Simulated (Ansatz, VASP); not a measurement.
# NiGe: VASP beside Ansatz

```xyz
8
Lattice="3.4400 0.0000 0.0000 0.0000 5.3108 0.0000 0.0000 0.0000 5.7393" Properties=species:S:1:pos:R:3 pbc="T T T"
Ni    0.8600    5.2735    1.0840
Ni    2.5800    0.0372    4.6553
Ni    2.5800    2.6926    3.9536
Ni    0.8600    2.6182    1.7856
Ge    0.8600    4.3105    3.3770
Ge    2.5800    1.0003    2.3623
Ge    2.5800    3.6557    0.5073
Ge    0.8600    1.6551    5.2319
```

Alike in both runs: task single point; functional PBEsol; k mesh 10 × 7 × 6; occupations gaussian, width 0.1 eV; no spin polarisation.

|  | VASP | Ansatz |
| --- | --- | --- |
| version | VASP 6.6.1 | Ansatz 0.2.0 |
| potentials or method | VASP PAW PBE potentials, release 64 (Ni, Ge_d), cutoff 520 eV | scalar-relativistic, plane waves, PAW |
| valence electrons in the cell | 96 | 128 |

|  | VASP | Ansatz | Ansatz less VASP |
| --- | --- | --- | --- |
| gap on the k mesh at the Fermi level (eV) | none | none | - |
| pressure (GPa) | 0.2 | 0.0 | -0.20 |
| traceless stress, the component that is largest in VASP (GPa) | -0.32 | -0.26 | +0.055 |
| rms of the force components (eV/Å) | 0.003 | 0.003 | -0.0004 |

VASP's potentials were made for PBE, not for PBEsol. Atom by atom the forces differ by 0.003 eV/Å (rms over components). A gap of «none» marks a metal or a gap that the smearing closes. VASP's potentials hold 96 valence electrons a cell and Ansatz's 128, so a difference there can come from the potentials and not from the codes.
